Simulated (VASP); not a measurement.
# Ti3Al (P-6m2) in VASP: a series of runs

Runs on Ti3Al. Level: PBE. Tasks: single point.

All numbers are computed with VASP 6.6.1; they aren't measurements. Logs are shortened: lines on timing, memory, paths and dates and some standing lists are left out, and cuts for length are marked.

**1. The cell of the first run**

It takes space group P-6m2 (No. 187, hexagonal). Conventional cell: a = 3.042 Å, b = 3.042 Å, c = 9.020 Å, α = 90.00°, β = 90.00°, γ = 120.00°. Ti (site symmetry -6m2) has 12 Ti at 2.86 to 3.04 Å within 3.8 Å. Within 3.8 Å of Ti (site symmetry 3m) lie 9 Ti at 2.86 to 3.04 Å and 3 Al at 2.86 Å. Within 3.8 Å of Al (site symmetry -6m2) lie 6 Ti at 2.86 Å and 6 Al at 3.04 Å.

**2. Single point, PBE (18.07 Å³/atom)**

The input, INCAR:

```
PREC = Accurate ; ENCUT = 520
EDIFF = 1E-6 ; ISMEAR = 0
SIGMA = 0.15 ; LREAL = False
LASPH = True ; NELM = 100
ALGO = Fast ; ISIF = 2
LWAVE = False ; LCHARG = True
GGA = PE ; LELF = True
LVHAR = True ; NBANDS = 28
```

The input, KPOINTS:

```
Automatic mesh
0
Gamma
  18 18 6
```

The input, POSCAR:

```
Ti3Al
1.0
    3.0417944368      0.0000000000      0.0000000000
   -1.5208972184      2.6342712554      0.0000000000
    0.0000000000      0.0000000000      9.0204414025
Ti Al
3 1
Direct
    0.6666666667      0.3333333333      0.0000000000
    0.3333333333      0.6666666667      0.7504575700
    0.3333333333      0.6666666667      0.2495424300
    0.6666666667      0.3333333333      0.5000000000
```

Potentials or basis: VASP PAW PBE potentials, release 64 (Ti_sv, Al).

Launch:

```
cat potpaw_PBE.64/Ti_sv/POTCAR potpaw_PBE.64/Al/POTCAR > POTCAR
mpirun -np 1 vasp_std > vasp.out
```

OUTCAR:

```text
PREC = Accurate
   ENCUT = 520
   EDIFF = 1E-6
   ISMEAR = 0
   LREAL = False
   LASPH = True
   NELM = 100
   ISIF = 2
   GGA = PE

 ion  position               nearest neighbor table
   1  0.667  0.333  0.000-   2 2.86   3 2.86   2 2.86   3 2.86   2 2.86   3 2.86
   2  0.333  0.667  0.750-   1 2.86   1 2.86   1 2.86   4 2.86   4 2.86   4 2.86
   3  0.333  0.667  0.250-   1 2.86   1 2.86   1 2.86   4 2.86   4 2.86   4 2.86
   4  0.667  0.333  0.500-   2 2.86   3 2.86   2 2.86   3 2.86   2 2.86   3 2.86

  LATTYP: Found a hexagonal cell.
 ALAT       =     3.0417944368
 C/A-ratio  =     2.9655000001

  Lattice vectors:

 A1 = (   3.0417944368,   0.0000000000,   0.0000000000)
 A2 = (  -1.5208972184,   2.6342712554,   0.0000000000)
 A3 = (   0.0000000000,   0.0000000000,   9.0204414025)

Analysis of symmetry for initial positions (statically):
=====================================================================
 Subroutine PRICEL returns:
 Original cell was already a primitive cell.

 Routine SETGRP: Setting up the symmetry group for a
 hexagonal supercell.

 Subroutine GETGRP returns: Found 12 space group operations
 (whereof 12 operations were pure point group operations)
 out of a pool of 24 trial point group operations.

The static configuration has the point symmetry D_3h.

Analysis of symmetry for dynamics (positions and initial velocities):
=====================================================================
 Subroutine PRICEL returns:
 Original cell was already a primitive cell.

 Routine SETGRP: Setting up the symmetry group for a
 hexagonal supercell.

 Subroutine GETGRP returns: Found 12 space group operations
 (whereof 12 operations were pure point group operations)
 out of a pool of 24 trial point group operations.

The dynamic configuration has the point symmetry D_3h.

 Subroutine INISYM returns: Found 12 space group operations
 (whereof 12 operations are pure point group operations),
 and found     1 'primitive' translations

----------------------------------------------------------------------------------------

                                     Primitive cell

  volume of cell :      72.2800

  direct lattice vectors                    reciprocal lattice vectors
     3.041794437  0.000000000  0.000000000     0.328753313  0.189805814  0.000000000
    -1.520897218  2.634271255  0.000000000     0.000000000  0.379611628  0.000000000
     0.000000000  0.000000000  9.020441402     0.000000000  0.000000000  0.110859320

  length of vectors
     3.041794437  3.041794437  9.020441402     0.379611628  0.379611628  0.110859320

  position of ions in fractional coordinates (direct lattice)
     0.666666667  0.333333333  0.000000000
     0.333333333  0.666666667  0.750457570
     0.333333333  0.666666667  0.249542430
     0.666666667  0.333333333  0.500000000

  ion indices of the primitive-cell ions
   primitive index   ion index
                 1           1
                 2           2
                 3           3
                 4           4

----------------------------------------------------------------------------------------

 KPOINTS: Automatic mesh

Automatic generation of k-mesh.
 Grid dimensions read from file:
 generate k-points for:   18   18    6

 Generating k-lattice:

  Cartesian coordinates                     Fractional coordinates (reciprocal lattice)
     0.018264073  0.010544767  0.000000000     0.055555556  0.000000000  0.000000000
     0.000000000  0.021089535  0.000000000     0.000000000  0.055555556  0.000000000
     0.000000000  0.000000000  0.018476553     0.000000000  0.000000000  0.166666667

  Length of vectors
     0.021089535  0.021089535  0.018476553

  Shift w.r.t. Gamma in fractional coordinates (k-lattice)
     0.000000000  0.000000000  0.000000000

 Subroutine IBZKPT returns following result:
 ===========================================

 Found    148 irreducible k-points:

 Following reciprocal coordinates:
            Coordinates               Weight
  0.000000  0.000000  0.000000      1.000000
  0.055556  0.000000  0.000000      6.000000
  0.111111  0.000000  0.000000      6.000000
  0.166667  0.000000  0.000000      6.000000
  0.222222  0.000000  0.000000      6.000000
  0.277778  0.000000  0.000000      6.000000
[... 16 lines left out ...]
  0.333333  0.111111  0.000000     12.000000
  0.388889  0.111111  0.000000     12.000000
 [... further k-points ...]
   k-points           NKPTS =    148   k-points in BZ     NKDIM =    148   number of bands    NBANDS=     28
   number of dos      NEDOS =    301   number of ions     NIONS =      4
   total plane-waves  NPLWV =  40320
   dimension x,y,z NGX =    24 NGY =   24 NGZ =   70
   dimension x,y,z NGXF=    48 NGYF=   48 NGZF=  140
   ions per type =               3   1
   NGX,Y,Z   is equivalent  to a cutoff of  13.12, 13.12, 12.90 a.u.
   NGXF,Y,Z  is equivalent  to a cutoff of  26.23, 26.23, 25.80 a.u.
 SYSTEM =  unknown system
   PREC   = accura    normal or accurate (medium, high low for compatibility)
   ISTART =      0    job   : 0-new  1-cont  2-samecut
   ICHARG =      2    charge: 1-file 2-atom 10-const
   ISPIN  =      1    spin polarized calculation?
   LNONCOLLINEAR =      F non collinear calculations
   LSORBIT =      F    spin-orbit coupling
   LASPH  =      T    aspherical Exc in radial PAW
   ENCUT  =  520.0 eV  38.22 Ry    6.18 a.u.   5.66  5.66 16.77*2*pi/ulx,y,z
   NELM   =    100;   NELMIN=  2; NELMDL= -5     # of ELM steps
   EDIFF  = 0.1E-05   stopping-criterion for ELM
   LREAL  =      F    real-space projection
   EDIFFG = 0.1E-04   stopping-criterion for IOM
   NSW    =      0    number of steps for IOM
   IBRION =     -1    ionic relax: 0-MD 1-quasi-New 2-CG
   NFREE  =      0    steps in history (QN), initial steepest desc. (CG)
   ISIF   =      2    stress and relaxation
   ISYM   =      2    0-nonsym 1-usesym 2-fastsym
   POTIM  = 0.5000    time-step for ionic-motion
   TEBEG  =    0.0;   TEEND  =   0.0 temperature during run
   PSTRESS=    0.0 pullay stress
   NELECT =      39.0000    total number of electrons
   NUPDOWN=      -1.0000    fix difference up-down
   EMIN   =  10.00;   EMAX   =-10.00  energy-range for DOS
   EFERMI =   0.00;   METHOD = LEGACY
   ISMEAR =     0;   SIGMA  =   0.15  broadening in eV -4-tet -1-fermi 0-gaus
   EFERMI_NEDOS =   21; number of points for ismear=-14 and -15
   IALGO  =     68    algorithm
   IMIX   =      4    mixing-type and parameters
     AMIX     =   0.40;   BMIX     =  1.00
     AMIX_MAG =   1.60;   BMIX_MAG =  1.00
  volume/ion in A,a.u.               =      18.07       121.94
  Fermi-wavevector in a.u.,A,eV,Ry     =   1.332775  2.518580 24.167898  1.776290
  Thomas-Fermi vector in A             =   2.461684
   LORBIT       =      0    0 simple, 1 ext, 2 COOP (PROOUT), +10 PAW based schemes
   GGA     = PE    functional components
   LHFCALC =     F    Hartree Fock is set to
   AEXX    =    0.0000 exact exchange contribution
   IVDW    =     0    specifies the selected vdW correction
   LEPSILON=     F    determine dielectric tensor
   LRPA    =     F    only Hartree local field effects (RPA)
 non-spin polarized calculation
 RMM-DIIS sequential band-by-band and
 Gauss-broadening in eV      SIGMA  =   0.15
  energy-cutoff  :      520.00
  volume of cell :       72.28
 maximum number of plane-waves:      1967
 NGX is ok and might be reduce to    24
   NGX = 11   NGY = 11   NGZ = 33

 number of electron      38.9999999 magnetization

 Free energy of the ion-electron system (eV)
  ---------------------------------------------------
  ext. energy  EPLUGINS =         0.00000000
  ---------------------------------------------------
  free energy    TOTEN  =       -27.65774287 eV

  energy without entropy =      -27.61436020  energy(sigma->0) =      -27.63605154

 E-fermi :   7.4235     XC(G=0): -10.9531

 val. band max:        7.4161618684   @ k =   0.2778   0.2778   0.3333
 cond. band min:       7.4244838462   @ k =   0.2778   0.0556   0.1667
 fundamental gap:      0.0083219778
 Fermi energy:         7.4234584270

 k-point     1 :       0.0000    0.0000    0.0000
  band No.  band energies     occupation
      1     -49.4270      2.00000
      2     -49.3753      2.00000
      3     -49.3225      2.00000
      4     -25.9139      2.00000
      5     -25.6824      2.00000
      6     -25.4542      2.00000
[... 20 lines left out ...]
     27       9.2278      0.00000
     28       9.8993      0.00000

 k-point     2 :       0.0556    0.0000    0.0000
  band No.  band energies     occupation
      1     -49.4249      2.00000
      2     -49.3739      2.00000
      3     -49.3218      2.00000
      4     -25.9099      2.00000
      5     -25.6840      2.00000
      6     -25.4621      2.00000
[... 20 lines left out ...]
     27       9.2144      0.00000
     28       9.8950      0.00000

 k-point     3 :       0.1111    0.0000    0.0000
  band No.  band energies     occupation
      1     -49.4189      2.00000
      2     -49.3699      2.00000
      3     -49.3199      2.00000
      4     -25.8981      2.00000
      5     -25.6895      2.00000
      6     -25.4843      2.00000
[... 20 lines left out ...]
     27       9.1851      0.00000
     28       9.8699      0.00000

 k-point     4 :       0.1667    0.0000    0.0000
  band No.  band energies     occupation
      1     -49.4093      2.00000
      2     -49.3637      2.00000
      3     -49.3172      2.00000
      4     -25.8801      2.00000
      5     -25.7018      2.00000
      6     -25.5182      2.00000
[... 578 lines left out ...]
     27       9.9939      0.00000
     28      10.2066      0.00000

 k-point    23 :       0.3333    0.1111    0.0000
  band No.  band energies     occupation
      1     -49.3546      2.00000
      2     -49.3328      2.00000
      3     -49.3101      2.00000
      4     -25.8217      2.00000
      5     -25.8210      2.00000
      6     -25.6887      2.00000
[... 20 lines left out ...]
     27      10.1390      0.00000
     28      10.5121      0.00000

 k-point    24 :       0.3889    0.1111    0.0000
  band No.  band energies     occupation
      1     -49.3458      2.00000
      2     -49.3290      2.00000
      3     -49.3114      2.00000
      4     -25.8424      2.00000
      5     -25.8273      2.00000
      6     -25.7090      2.00000
[... 20 lines left out ...]
     27      10.2475      0.00000
     28      10.5652      0.00000

 [... further k-points ...]
[... 5 lines left out ...]
  --------------------------------------------------------------------------------------
  -------------------------------------------------------------------------------------
  Total       -3.3453572     -3.3453572      0.3419741      0.0000000      0.0000000      0.0000000
  in kB      -74.1540611    -74.1540611      7.5802866      0.0000000      0.0000000      0.0000000
  external PRESSURE =     -46.9092785 kB  Pullay stress =       0.0000000 kB

 VOLUME and BASIS-vectors are now :
 -----------------------------------------------------------------------------
  energy-cutoff  :      520.00
  volume of cell :       72.28
      direct lattice vectors                 reciprocal lattice vectors
     3.041794437  0.000000000  0.000000000     0.328753313  0.189805814  0.000000000
    -1.520897218  2.634271255  0.000000000     0.000000000  0.379611628  0.000000000
     0.000000000  0.000000000  9.020441402     0.000000000  0.000000000  0.110859320

 POSITION                                       TOTAL-FORCE (eV/Angst)
 -----------------------------------------------------------------------------------
      1.52090      0.87809      0.00000         0.000000      0.000000      0.000000
     -0.00000      1.75618      6.76946        -0.000000     -0.000000      0.093567
     -0.00000      1.75618      2.25098        -0.000000     -0.000000     -0.093567
      1.52090      0.87809      4.51022         0.000000      0.000000      0.000000
 -----------------------------------------------------------------------------------
    total drift:                                0.000000     -0.000000      0.000000

  FREE ENERGIE OF THE ION-ELECTRON SYSTEM (eV)
  ---------------------------------------------------
  free  energy   TOTEN  =       -27.6577428703 eV

  energy  without entropy=      -27.6143602030  energy(sigma->0) =      -27.63605154
```

It took 9 min on 1 thread of Intel Xeon Platinum 8488C (Sapphire Rapids), shared host; peak memory 0.37 GiB.

What came out:

```yaml
Free_energy: -27.6577 eV
Pressure: -4.7 GPa
Largest_force: 0.094 eV/Å
Band_gap_on_the_k_mesh: zero (an odd number of electrons rules out a gap without spin polarisation)
```

Forces on the atoms (eV/Å):
```
Ti   0.000  0.000  0.000
Ti   0.000  0.000  0.094
Ti   0.000  0.000 -0.094
Al   0.000  0.000  0.000
```

Levels at points of the mesh, in eV from the Fermi level:
```csv
k point,band 18,band 19,band 20,band 21,band 22,band 23
"(0.00, 0.00, 0.00)",0.66,0.66,0.73,0.73,0.77,1.01
"(0.50, 0.00, 0.00)",-0.98,-0.60,-0.42,0.63,0.95,1.16
"(0.00, 0.00, 0.50)",0.67,0.67,0.69,0.72,0.72,1.06
"(0.50, 0.00, 0.50)",-1.09,-0.75,-0.24,0.58,0.98,1.17
```

Caveat: the cell stands under tension.

[end of part 1 of 2]
